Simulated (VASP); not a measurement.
Crystal: Rh.

```xyz
1
Lattice="0.0000 1.8722 1.8722 1.8722 0.0000 1.8722 1.8722 1.8722 0.0000" Properties=species:S:1:pos:R:3 pbc="T T T"
Rh    0.0000    0.0000    0.0000
```

Base run:

- Program: VASP 6.6.1
- Functional: revPBE
- Potentials or basis: VASP PAW PBE potentials, release 64 (Rh_pv)
- Cutoff: 520 eV
- k mesh: 12 × 12 × 12
- Occupations: fermi-dirac, width 0.05 eV
- Spin: no spin polarisation

Its results: pressure 24.3 GPa.

After a change of settings the same cell gave: pressure 20.9 GPa. Which change was it?
A. functional from revPBE to r2SCAN; potentials or basis from VASP PAW PBE potentials, release 64 (Rh_pv) to VASP PAW PBE potentials, release 64 (Rh_sv_GW); cutoff from 520 eV to 580 eV; valence electrons from 15 to 17
B. functional from revPBE to r2SCAN
C. functional from revPBE to PBE; cutoff from 520 eV to 500 eV
D. functional from revPBE to LDA; potentials or basis from VASP PAW PBE potentials, release 64 (Rh_pv) to VASP PAW LDA potentials, release 64 (Rh_sv_GW); cutoff from 520 eV to 530 eV; valence electrons from 15 to 17

C.

PBE binds more tightly than revPBE, so the same cell stands under less pressure.

Caveats: the PAW data sets were made with another functional, which shifts forces and pressure a little (some runs).
